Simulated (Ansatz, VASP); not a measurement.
Two plane-wave programs on Na3LaN2

```xyz
6
Lattice="4.4448 0.0000 0.0000 0.0000 4.4448 0.0000 0.0000 0.0000 6.0136" Properties=species:S:1:pos:R:3 pbc="T T T"
Na    2.2224    0.0000    3.3420
Na    0.0000    2.2224    2.6716
Na    2.2224    2.2224    0.0000
La    0.0000    0.0000    0.0000
N     2.2224    0.0000    1.0509
N     0.0000    2.2224    4.9627
```

Change from the starting cell: species swapped into the Ti2CuSb3 type (P-4m2, No. 115).

Alike in both runs: functional PBE; k mesh 4 × 4 × 4; occupations gaussian, width 0.1 eV; no spin polarisation.

Ansatz relaxed the structure, and its values are those at the end. VASP's run is a single point on that final structure, the one shown.

|  | VASP | Ansatz |
| --- | --- | --- |
| version | VASP 6.6.1 | Ansatz 0.2.0 |
| potentials or method | VASP PAW PBE potentials, release 64 (Na_pv, La, N), cutoff 520 eV | scalar-relativistic, plane waves, PAW |
| valence electrons in the cell | 42 | 48 |

|  | VASP | Ansatz | Ansatz less VASP |
| --- | --- | --- | --- |
| gap on the k mesh at the Fermi level (eV) | none | none | - |
| pressure (GPa) | 0.1 | 0.2 | +0.02 |
| rms of the force components (eV/Å) | 0.015 | 0.007 | -0.0074 |

A gap of «none» marks a metal or a gap that the smearing closes. VASP's potentials hold 42 valence electrons a cell and Ansatz's 48, so a difference there can come from the potentials and not from the codes.

Spin-orbit coupling is off throughout.
